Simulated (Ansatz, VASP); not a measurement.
## Pb: VASP beside Ansatz

```
Pb
1.0
    -3.14689    3.14689    1.68103
     3.14689   -3.14689    1.68103
     3.14689    3.14689   -1.68103
Pb
2
Direct
  0.00000 0.00000 0.00000
  0.75000 0.25000 0.50000
```

Alike in both runs: functional PBE; k mesh 18 × 18 × 18; occupations gaussian, width 0.1 eV; no spin polarisation.

Ansatz relaxed the structure, and its values are those at the end. VASP's run is a single point on that final structure, the one shown.

|  | VASP | Ansatz |
| --- | --- | --- |
| version | VASP 6.6.1 | Ansatz 0.2.0 |
| potentials or method | VASP PAW PBE potentials, release 64 (Pb_d), cutoff 520 eV | scalar-relativistic, plane waves, PAW |
| valence electrons in the cell | 28 | 28 |

|  | VASP | Ansatz | Ansatz less VASP |
| --- | --- | --- | --- |
| gap on the k mesh at the Fermi level (eV) | none | none | - |
| pressure (GPa) | 0.0 | 0.0 | +0.03 |

A gap of «none» marks a metal or a gap that the smearing closes.

Spin-orbit coupling is off throughout.
